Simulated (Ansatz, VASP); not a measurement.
One calculation of WS2, two programs

Contents of INCAR:

```
PREC     = Accurate       # precision mode
ENCUT    = 520            # plane-wave cutoff, eV
EDIFF    = 1E-8           # SCF threshold, eV
ISMEAR   = -1             # smearing method
SIGMA    = 0.03           # smearing width, eV
LREAL    = False          # projectors in reciprocal space
LASPH    = True           # aspherical terms in the spheres
NELM     = 80             # most SCF steps
ALGO     = Normal         # electronic algorithm
ISIF     = 2              # what is computed and relaxed
LWAVE    = False          # write WAVECAR
LCHARG   = False          # write CHGCAR
GGA      = PS             # functional
LEFG     = True         
NBANDS   = 20             # bands
```

Contents of KPOINTS:

```
Automatic mesh
0
Gamma
  15 15 15
```

Contents of POSCAR:

```
WS2
1.0
    1.6105803920      0.9298690228      6.1633300000
   -1.6105803920      0.9298690228      6.1633300000
    0.0000000000     -1.8597380457      6.1633300000
W S
1 2
Direct
    0.0000000000      0.0000000000      0.0000000000
    0.7503000000      0.7503000000      0.7503000000
    0.5810000000      0.5810000000      0.5810000000
```

Input for Ansatz:

```yaml
crystal:
  lattice:
    - [1.610580392, 0.9298690228, 6.16333]
    - [-1.610580392, 0.9298690228, 6.16333]
    - [0.0, -1.8597380457, 6.16333]
  atoms:
    - { symbol: W, position: [0.0, 0.0, 0.0] }
    - { symbol: S, position: [0.7503, 0.7503, 0.7503] }
    - { symbol: S, position: [0.581, 0.581, 0.581] }
kpoints:
  mp_grid: { grid: [15, 15, 15] }
scf:
  occupations: { method: fermi_dirac, width: 0.03 }
hamiltonian:
  xc: pbesol
  pseudopotentials: { kind: all_electron, datasets: crystal }
output:
  forces: true
  stress: true
  eigenvalues: true
  efg: { contact_densities: true }
```

Change from the starting cell: equal xx and yy strain of +2 %, crystal datasets.

Alike in both runs: task electric field gradients; functional PBEsol; k mesh 15 × 15 × 15; occupations fermi-dirac, width 0.03 eV; no spin polarisation.

```csv
,VASP,Ansatz
version,VASP 6.6.1,Ansatz 0.2.0
potentials or method,"VASP PAW PBE potentials, release 64 (W_sv, S), cutoff 520 eV","all-electron PAW with datasets made for the crystal, scalar-relativistic"
```

```csv
,VASP,Ansatz,Ansatz less VASP
pressure (GPa),-6.4,-6.4,-0.05
"traceless stress, the component that is largest in VASP (GPa)",2.57,2.53,-0.043
rms of the force components (eV/Å),0.315,0.319,+0.0046
size of Vzz on the site where it differs most (V/Å²),155.2,174.3,+19.11
```

VASP's potentials were made for PBE, not for PBEsol. Atom by atom the forces differ by 0.007 eV/Å (rms over components). Ansatz ran all-electron here, and VASP with PAW potentials.

Spin-orbit coupling is off throughout.
